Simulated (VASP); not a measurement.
Input of a VASP 6.6.1 run:

File INCAR:

```
  ALGO = Normal
  EDIFF = 1E-6
  ENCUT = 520
  ISIF = 2
  ISMEAR = 0
  LASPH = True
  LCHARG = False
  LREAL = False
  LWAVE = False
  NBANDS = 12
  NELM = 60
  PREC = Accurate
  SIGMA = 0.15
```

The input KPOINTS:

```
k-points
0
Gamma
  18 18 18
```

File POSCAR:

```
Sc
1.0
    0.0000000000      2.2023850000      2.2364425000
    2.2023850000      0.0000000000      2.2364425000
    2.2023850000      2.2023850000      0.0000000000
Sc
1
Direct
    0.0000000000      0.0000000000      0.0000000000
```

Potentials or basis: VASP PAW LDA potentials, release 64 (Sc_sv).

Launch:

```sh
$ cat potpaw_LDA.64/Sc_sv/POTCAR > POTCAR
$ mpirun -np 1 vasp_std > vasp.out
```

Estimate the pressure.

2.0 GPa.

Stress tensor (GPa, compression positive):
```
2.16 0.00 0.00
0.00 2.16 0.00
0.00 0.00 1.63
```

Caveat: the cell differs from its parent crystal (strain -0.030 along x and y, -0.015 along z).
